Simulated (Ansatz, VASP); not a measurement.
One calculation of AlN, two programs

```
Al N
1.0
    -0.05934    1.94833    1.94833
     1.94833   -0.05934    1.94833
     1.94833    1.94833   -0.05934
Al N
1 1
Direct
  0.00000 0.00000 0.00000
  0.50000 0.50000 0.50000
```

Change from the starting cell: equal xy, yz and zx shear strains of -3 %.

Alike in both runs: task single point; functional PBE; k mesh 10 × 10 × 10; occupations fermi-dirac, width 0.02 eV; no spin polarisation.

|  | VASP | Ansatz |
| --- | --- | --- |
| version | VASP 6.6.1 | Ansatz 0.2.0 |
| potentials or method | VASP PAW PBE potentials, release 64 (Al, N), cutoff 520 eV | all-electron LAPW, scalar-relativistic |

|  | VASP | Ansatz | Ansatz less VASP |
| --- | --- | --- | --- |
| gap on the k mesh at the Fermi level (eV) | 4.29 | 4.30 | +0.008 |
| pressure (GPa) | 25.6 | 25.9 | +0.29 |
| traceless stress, the component that is largest in VASP (GPa) | 9.86 | 9.85 | -0.009 |

Ansatz ran all-electron here, and VASP with PAW potentials.
